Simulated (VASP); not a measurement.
# H11C2NO4 in VASP: notebook

Runs on H11C2NO4. Level: PBE. Tasks: single point.

Everything below comes from runs of VASP 6.6.1. Logs are shortened: lines on timing, memory, paths and dates and some standing lists are left out, and cuts for length are marked.

## Step 1: The cell of the first run

The cell holds an amorphous packing of atoms, 18 atoms: a = 5.915 Å, b = 5.915 Å, c = 5.915 Å, α = 90.00°, β = 90.00°, γ = 90.00°.

## Step 2: Single point, PBE

INCAR reads:

```
SYSTEM = H11C2NO4
PREC = Accurate
ENCUT = 520
EDIFF = 1E-6
ISMEAR = -1
SIGMA = 0.02
LREAL = Auto
LASPH = .TRUE.
NELM = 80
ALGO = Normal
ISIF = 2
LWAVE = .FALSE.
LCHARG = .FALSE.
GGA = PE
NBANDS = 39
```

KPOINTS reads:

```
Automatic mesh
0
G
  1 1 1
  0 0 0
```

POSCAR reads:

```
H11C2NO4
1.0
    5.9154820000      0.0000000000      0.0000000000
    0.0000000000      5.9154820000      0.0000000000
    0.0000000000      0.0000000000      5.9154820000
O H C N
4 11 2 1
Direct
    0.9323055163      0.2304314741      0.7448271445
    0.6608410960      0.5886675064      0.5039499119
    0.4281863605      0.9856067624      0.6636867496
    0.6830480920      1.0199136451      0.2526821631
    1.0563057027      0.1664098012      0.6567753467
    0.8541122809      0.3352916545      0.6428686287
    0.7293635464      0.7116323184      0.4163220035
    0.5349789011      0.5375325416      0.4045428791
    0.5170012681      1.0507055769      0.7867995953
    0.4919352690      0.8323437566      0.6450064112
    0.5872663851      1.0626728911      0.3826472964
    0.7550096219      1.1586311585      0.2032904625
    1.0223134430      0.8943719760      0.9810427344
    1.0376928949      0.6675420626      0.7800758759
    0.8365705030      0.6576740611      1.0048389576
    1.0089753544      0.7110551669      0.9585272764
    1.1742259546      0.5982022619      1.0958746125
    1.3089701100      0.5055682847      1.2050202509
```

Potentials or basis: VASP PAW PBE potentials, release 64 (O, H, C, N).

Run with:

```bash
$ cat potpaw_PBE.64/O/POTCAR potpaw_PBE.64/H/POTCAR potpaw_PBE.64/C/POTCAR potpaw_PBE.64/N/POTCAR > POTCAR
$ mpirun -np 1 vasp_gam > vasp.out
```

OUTCAR:

```text
SYSTEM = H11C2NO4
   PREC = Accurate
   ENCUT = 520
   EDIFF = 1E-6
   ISMEAR = -1
   LREAL = Auto
   LASPH = .TRUE.
   NELM = 80
   ISIF = 2
   GGA = PE

 ion  position               nearest neighbor table
   1  0.932  0.230  0.745-   5 0.98   6 0.98
   2  0.661  0.589  0.504-   7 0.98   8 1.00
   3  0.428  0.986  0.664-   9 0.98  10 0.99
   4  0.683  0.020  0.253-  12 0.97  11 0.99
   5  0.056  0.166  0.657-   1 0.98
   6  0.854  0.335  0.643-   1 0.98
   7  0.729  0.712  0.416-   2 0.98
   8  0.535  0.538  0.405-   2 1.00
   9  0.517  0.051  0.787-   3 0.98
  10  0.492  0.832  0.645-   3 0.99
  11  0.587  0.063  0.383-   4 0.99
  12  0.755  0.159  0.203-   4 0.97
  13  0.022  0.894  0.981-  16 1.10
  14  0.038  0.668  0.780-  16 1.10
  15  0.837  0.658  0.005-  16 1.10
  16  0.009  0.711  0.959-  13 1.10  14 1.10  15 1.10  17 1.44
  17  0.174  0.598  0.096-  18 1.16  16 1.44
  18  0.309  0.506  0.205-  17 1.16

  LATTYP: Found a simple cubic cell.
 ALAT       =     5.9154820000

  Lattice vectors:

 A1 = (   5.9154820000,   0.0000000000,   0.0000000000)
 A2 = (   0.0000000000,   5.9154820000,   0.0000000000)
 A3 = (   0.0000000000,   0.0000000000,   5.9154820000)

Analysis of symmetry for initial positions (statically):
=====================================================================
 Subroutine PRICEL returns:
 Original cell was already a primitive cell.

 Routine SETGRP: Setting up the symmetry group for a
 simple cubic supercell.

 Subroutine GETGRP returns: Found  1 space group operations
 (whereof  1 operations were pure point group operations)
 out of a pool of 48 trial point group operations.

The static configuration has the point symmetry C_1 .

Analysis of symmetry for dynamics (positions and initial velocities):
=====================================================================
 Subroutine PRICEL returns:
 Original cell was already a primitive cell.

 Routine SETGRP: Setting up the symmetry group for a
 simple cubic supercell.

 Subroutine GETGRP returns: Found  1 space group operations
 (whereof  1 operations were pure point group operations)
 out of a pool of 48 trial point group operations.

The dynamic configuration has the point symmetry C_1 .

 Subroutine INISYM returns: Found  1 space group operations
 (whereof  1 operations are pure point group operations),
[... 105 lines left out ...]
   LREAL  =      T    real-space projection
   EDIFFG = 0.1E-04   stopping-criterion for IOM
   NSW    =      0    number of steps for IOM
   IBRION =     -1    ionic relax: 0-MD 1-quasi-New 2-CG
   NFREE  =      0    steps in history (QN), initial steepest desc. (CG)
   ISIF   =      2    stress and relaxation
   ISYM   =      2    0-nonsym 1-usesym 2-fastsym
   POTIM  = 0.5000    time-step for ionic-motion
   TEBEG  =    0.0;   TEEND  =   0.0 temperature during run
   PSTRESS=    0.0 pullay stress
   NELECT =      48.0000    total number of electrons
   NUPDOWN=      -1.0000    fix difference up-down
   EMIN   =  10.00;   EMAX   =-10.00  energy-range for DOS
   EFERMI =   0.00;   METHOD = LEGACY
   ISMEAR =    -1;   SIGMA  =   0.02  broadening in eV -4-tet -1-fermi 0-gaus
   EFERMI_NEDOS =   21; number of points for ismear=-14 and -15
   IALGO  =     38    algorithm
   IMIX   =      4    mixing-type and parameters
     AMIX     =   0.40;   BMIX     =  1.00
     AMIX_MAG =   1.60;   BMIX_MAG =  1.00
  volume/ion in A,a.u.               =      11.50        77.61
  Fermi-wavevector in a.u.,A,eV,Ry     =   1.005769  1.900629 13.763275  1.011572
  Thomas-Fermi vector in A             =   2.138470
   LORBIT       =      0    0 simple, 1 ext, 2 COOP (PROOUT), +10 PAW based schemes
   GGA     = PE    functional components
   LHFCALC =     F    Hartree Fock is set to
   AEXX    =    0.0000 exact exchange contribution
   IVDW    =     0    specifies the selected vdW correction
   LEPSILON=     F    determine dielectric tensor
   LRPA    =     F    only Hartree local field effects (RPA)
 non-spin polarized calculation
  energy-cutoff  :      520.00
  volume of cell :      207.00
 maximum number of plane-waves:      2749
 NGX is ok and might be reduce to    42
   NGX = 21   NGY = 21   NGZ = 21

 number of electron      48.0000011 magnetization

 Free energy of the ion-electron system (eV)
  ---------------------------------------------------
  ext. energy  EPLUGINS =         0.00000000
  ---------------------------------------------------
  free energy    TOTEN  =       -95.32546882 eV

  energy without entropy =      -95.32546882  energy(sigma->0) =      -95.32546882

 E-fermi :  -3.2314     XC(G=0):  -6.6185

 val. band max:       -3.7938970374   @ k =   0.0000   0.0000   0.0000
 cond. band min:       1.1754005234   @ k =   0.0000   0.0000   0.0000
 fundamental gap:      4.9692975608
 Fermi energy:        -3.2313839918

 k-point     1 :       0.0000    0.0000    0.0000
  band No.  band energies     occupation
      1     -22.3748      2.00000
      2     -21.9718      2.00000
      3     -21.8487      2.00000
      4     -21.7287      2.00000
      5     -19.8859      2.00000
      6     -16.0310      2.00000
[... 28 lines left out ...]
     35       6.9183      0.00000
     36       7.2163      0.00000
 [bands above 36 left out]

------------------------ aborting loop because EDIFF is reached ----------------------------------------

  FORCE on cell =-STRESS in cart. coord.  units (eV):
  Direction    XX          YY          ZZ          XY          YZ          ZX
  --------------------------------------------------------------------------------------
  -------------------------------------------------------------------------------------
  Total       -0.7975123     -0.2045144     -0.3132308      0.3455324      0.3536041      0.3079398
  in kB       -6.1727338     -1.5829385     -2.4244018      2.6744161      2.7368905      2.3834498
  external PRESSURE =      -3.3933580 kB  Pullay stress =       0.0000000 kB

 VOLUME and BASIS-vectors are now :
 -----------------------------------------------------------------------------
  energy-cutoff  :      520.00
  volume of cell :      207.00
      direct lattice vectors                 reciprocal lattice vectors
     5.915482000  0.000000000  0.000000000     0.169047932  0.000000000  0.000000000
     0.000000000  5.915482000  0.000000000     0.000000000  0.169047932  0.000000000
     0.000000000  0.000000000  5.915482000     0.000000000  0.000000000  0.169047932

 POSITION                                       TOTAL-FORCE (eV/Angst)
 -----------------------------------------------------------------------------------
      5.51504      1.36311      4.40601        -0.017524     -0.000255     -0.154006
      3.90919      3.48225      2.98111         0.015716     -0.019315      0.042722
      2.53293      5.83034      3.92603         0.008513     -0.019263      0.025432
      4.04056      0.11780      1.49474        -0.087436     -0.052165      0.103339
      0.33308      0.98439      3.88514        -0.017815      0.020001      0.095925
      5.05249      1.98341      3.80288        -0.000842      0.036248      0.033591
[... 10 lines left out ...]
      1.03063      3.53865      0.56714        -0.170796      0.053952     -0.157762
      1.82771      2.99068      1.21279         0.185261     -0.121968      0.173674
 -----------------------------------------------------------------------------------
    total drift:                               -0.010691      0.011061     -0.000836

  FREE ENERGIE OF THE ION-ELECTRON SYSTEM (eV)
  ---------------------------------------------------
  free  energy   TOTEN  =       -95.3254688249 eV

  energy  without entropy=      -95.3254688249  energy(sigma->0) =      -95.32546882
```

OSZICAR:

```text
N       E                     dE             d eps       ncg     rms          rms(c)
DAV:   1     0.390105809517E+03    0.39011E+03   -0.24388E+04    78   0.109E+03
DAV:   2    -0.640191025606E+02   -0.45412E+03   -0.41716E+03   108   0.271E+02
DAV:   3    -0.104488128788E+03   -0.40469E+02   -0.40115E+02   100   0.901E+01
DAV:   4    -0.105135842672E+03   -0.64771E+00   -0.64659E+00    93   0.129E+01
DAV:   5    -0.105144544193E+03   -0.87015E-02   -0.86994E-02   100   0.147E+00    0.187E+01
DAV:   6    -0.960335864788E+02    0.91110E+01   -0.24016E+01    93   0.233E+01    0.813E+00
DAV:   7    -0.954845199839E+02    0.54907E+00   -0.13422E+00   100   0.571E+00    0.488E+00
DAV:   8    -0.953245570056E+02    0.15996E+00   -0.40854E-01    92   0.339E+00    0.140E+00
DAV:   9    -0.953222187668E+02    0.23382E-02   -0.43461E-02   100   0.121E+00    0.392E-01
DAV:  10    -0.953243144713E+02   -0.20957E-02   -0.11604E-02    92   0.608E-01    0.194E-01
DAV:  11    -0.953252502823E+02   -0.93581E-03   -0.22944E-03    92   0.276E-01    0.904E-02
DAV:  12    -0.953254457795E+02   -0.19550E-03   -0.27754E-04    92   0.101E-01    0.347E-02
DAV:  13    -0.953254693893E+02   -0.23610E-04   -0.70253E-05    92   0.483E-02    0.881E-03
DAV:  14    -0.953254688249E+02    0.56442E-06   -0.44322E-06   100   0.133E-02
   1 F= -.95325469E+02 E0= -.95325469E+02  d E =-.710359E-12
```

stdout:

```text
POSCAR found type information on POSCAR O H C N
 POSCAR found :  4 types and      18 ions
 scaLAPACK will be used
 LDA part: xc-table for (Slater+PW92), standard interpolation
 POSCAR, INCAR and KPOINTS ok, starting setup
 FFT: planning ... GRIDC
 FFT: planning ... GRID_SOFT
 FFT: planning ... GRID
 WAVECAR not read
 entering main loop
```

It took 18 s on 1 thread of Intel Xeon Platinum 8488C (Sapphire Rapids), shared host; peak memory 0.31 GiB.

What came out:

| Property | Result |
| --- | --- |
| Free energy | -95.3255 eV |
| Pressure | -0.3 GPa |
| Largest force | 0.282 eV/Å |
| Band gap on the k mesh | 4.97 eV |

Forces on the atoms (eV/Å):
```
O   -0.018  0.000 -0.154
O    0.016 -0.019  0.043
O    0.009 -0.019  0.025
O   -0.087 -0.052  0.103
H   -0.018  0.020  0.096
H   -0.001  0.036  0.034
H    0.037  0.073 -0.024
H    0.008 -0.011  0.010
H   -0.033 -0.025 -0.047
H   -0.024  0.032  0.004
H    0.006 -0.055 -0.050
H    0.066  0.047 -0.083
H    0.008  0.039  0.002
H   -0.007  0.026  0.002
H    0.006 -0.011  0.007
C    0.018 -0.012  0.016
C   -0.171  0.054 -0.158
N    0.185 -0.122  0.174
```

Stress tensor (GPa, compression positive):
```
-0.62  0.27  0.24
 0.27 -0.16  0.27
 0.24  0.27 -0.24
```

Caveat: the k points lie up to 1.06 Å⁻¹ apart.

## Step 3: Single point, PBE

INCAR reads:

```
ALGO = Normal
EDIFF = 1E-7
ENCUT = 520
GGA = PE
ISIF = 2
ISMEAR = -1
LASPH = True
LCHARG = True
LELF = True
LREAL = Auto
LVHAR = True
LWAVE = False
NBANDS = 39
NELM = 80
PREC = Accurate
SIGMA = 0.02
```

KPOINTS reads:

```
k-points
0
Gamma
  1 1 1
```

POSCAR reads:

```
H11C2NO4
1.0
    5.9154820000      0.0000000000      0.0000000000
    0.0000000000      5.9154820000      0.0000000000
    0.0000000000      0.0000000000      5.9154820000
O H C N
4 11 2 1
Direct
    0.9370157833      0.1608660123      0.7154446586
    0.6845934110      0.5651103325      0.5276324059
    0.3699106852      0.9789227657      0.7026984445
    0.7109479836      1.0184461723      0.2189001674
    1.0695493622      0.0935342209      0.6517473978
    0.9510467617      0.3043877067      0.6392209460
    0.7698442832      0.6970015292      0.4674682469
    0.5616786595      0.5435567212      0.4216731621
    0.4578663243      1.0551126688      0.8092493562
    0.4678739619      0.8734706656      0.6351976052
    0.6149625677      1.1362218666      0.2929938761
    0.8378860759      1.1042887122      0.1526502828
    1.0372612071      0.8788971042      0.9602767788
    1.0099768709      0.6450530996      0.7841964526
    0.8465751396      0.6554157379      1.0469983680
    1.0063254355      0.6969846244      0.9591441577
    1.1932079246      0.6095361291      1.1064694306
    1.3327400878      0.5405645728      1.2209824998
```

Potentials or basis: VASP PAW PBE potentials, release 64 (O, H, C, N).

Run with:

```bash
$ cat potpaw_PBE.64/O/POTCAR potpaw_PBE.64/H/POTCAR potpaw_PBE.64/C/POTCAR potpaw_PBE.64/N/POTCAR > POTCAR
$ mpirun -np 1 vasp_gam > vasp.out
```

Run time: 20 s. Hardware: 1 thread of Intel Xeon Platinum 8488C (Sapphire Rapids), shared host; peak memory 0.31 GiB.

The run converged. Its results:

```
Free energy            : -94.5932 eV
Pressure               : 1.5 GPa
Largest force          : 4.267 eV/Å
Band gap on the k mesh : 4.73 eV
```

Forces on the atoms (eV/Å):
```
O   -0.365  0.451  0.155
O    1.379  0.983  0.485
O   -2.185  0.075 -0.843
O   -0.303  1.056  0.226
H    1.123 -1.086  0.039
H   -0.883  0.756 -0.041
H   -0.616 -0.544  0.131
H   -0.676 -0.062 -0.691
H    1.286  1.087  1.513
H    1.158 -1.373 -0.749
H    0.733 -0.741 -0.388
H   -0.606 -0.216  0.154
H   -0.366  0.224 -0.074
H    0.173 -0.543 -0.271
H   -0.045  0.103 -0.402
C    1.331 -0.095  2.159
C   -2.940  0.914 -2.955
N    1.802 -0.989  1.551
```

Stress tensor (GPa, compression positive):
```
 1.34 -1.45  1.24
-1.45  1.86  1.36
 1.24  1.36  1.34
```

Levels at points of the mesh, in eV from the valence-band top:
| k point | band 22 | band 23 | band 24 | band 25 | band 26 | band 27 |
| --- | --- | --- | --- | --- | --- | --- |
| (0.00, 0.00, 0.00) | -0.50 | -0.45 | 0.00 | 4.73 | 6.20 | 6.38 |

Caveat: the k points lie up to 1.06 Å⁻¹ apart.

## Step 4: Single point, PBE

INCAR reads:

```
SYSTEM = H11C2NO4
ALGO = Normal
EDIFF = 1E-6
ENCUT = 520
GGA = PE
ISIF = 2
ISMEAR = -1
LASPH = .TRUE.
LCHARG = .TRUE.
LELF = .TRUE.
LREAL = Auto
LVHAR = .TRUE.
LWAVE = .FALSE.
NBANDS = 39
NELM = 100
PREC = Accurate
SIGMA = 0.02
```

KPOINTS reads:

```
k-points
0
G
  1 1 1
  0 0 0
```

POSCAR reads:

```
H11C2NO4
1.0
    5.9154820000      0.0000000000      0.0000000000
    0.0000000000      5.9154820000      0.0000000000
    0.0000000000      0.0000000000      5.9154820000
O H C N
4 11 2 1
Direct
    0.9450117505      0.1564369564      0.6397280898
    0.6574781227      0.5795639307      0.5481041105
    0.4052078935      0.9240667117      0.7207189541
    0.6375811810      1.0883305874      0.2209794570
    1.0963434594      0.1130592570      0.6058677890
    0.9527879554      0.3225603594      0.6490933452
    0.7416132785      0.7004670118      0.4734356389
    0.5417479083      0.5083102273      0.4270488863
    0.3931209663      0.9883556403      0.8655761272
    0.4835278004      0.7846359773      0.7430839955
    0.6943643815      1.1269411351      0.3775347470
    0.7756088177      1.0647145913      0.1321954830
    0.9911280264      0.8428729899      0.8875016440
    0.9369312594      0.5634874724      0.8108553115
    0.8120048375      0.6702750511      1.0504976602
    0.9729553737      0.6632595619      0.9575889167
    1.1644190617      0.5772817836      1.0936555973
    1.3077717082      0.5050983166      1.2061908058
```

Run with:

```bash
$ cat potpaw_PBE.64/O/POTCAR potpaw_PBE.64/H/POTCAR potpaw_PBE.64/C/POTCAR potpaw_PBE.64/N/POTCAR > POTCAR
$ mpirun -np 1 vasp_gam > vasp.out
```

Run time: 18 s. Hardware: 1 thread of Intel Xeon Platinum 8488C (Sapphire Rapids), shared host; peak memory 0.31 GiB.

The run converged. Its results:

```yaml
Free_energy: -94.3992 eV
Pressure: -0.9 GPa
Largest_force: 2.772 eV/Å
Band_gap_on_the_k_mesh: 4.69 eV
```

Forces on the atoms (eV/Å):
```
O   -0.849  0.812  0.252
O   -1.341 -1.449 -1.414
O   -0.735  0.556 -1.302
O    0.744  0.041  0.886
H    1.294 -0.571 -0.283
H   -0.391 -0.617 -0.239
H   -0.509 -0.063 -0.251
H    1.763  1.517  1.507
H    0.012  0.875  1.718
H    0.632 -1.091 -0.368
H   -0.302 -0.384 -1.153
H   -0.298  0.237  0.221
H    0.446 -1.094  0.651
H    0.029 -0.597 -0.573
H    0.004 -0.351  0.444
C    0.634  1.492  0.547
C   -1.665  0.863 -1.048
N    0.531 -0.177  0.403
```

Stress tensor (GPa, compression positive):
```
-1.85 -1.13 -2.51
-1.13  0.02  1.01
-2.51  1.01 -0.95
```

Levels at points of the mesh, in eV from the valence-band top:
| k point | band 21 | band 22 | band 23 | band 24 | band 25 | band 26 | band 27 | band 28 |
| --- | --- | --- | --- | --- | --- | --- | --- | --- |
| (0.00, 0.00, 0.00) | -0.78 | -0.52 | -0.17 | 0.00 | 4.69 | 5.97 | 6.03 | 7.51 |

Caveat: the k points lie up to 1.06 Å⁻¹ apart.
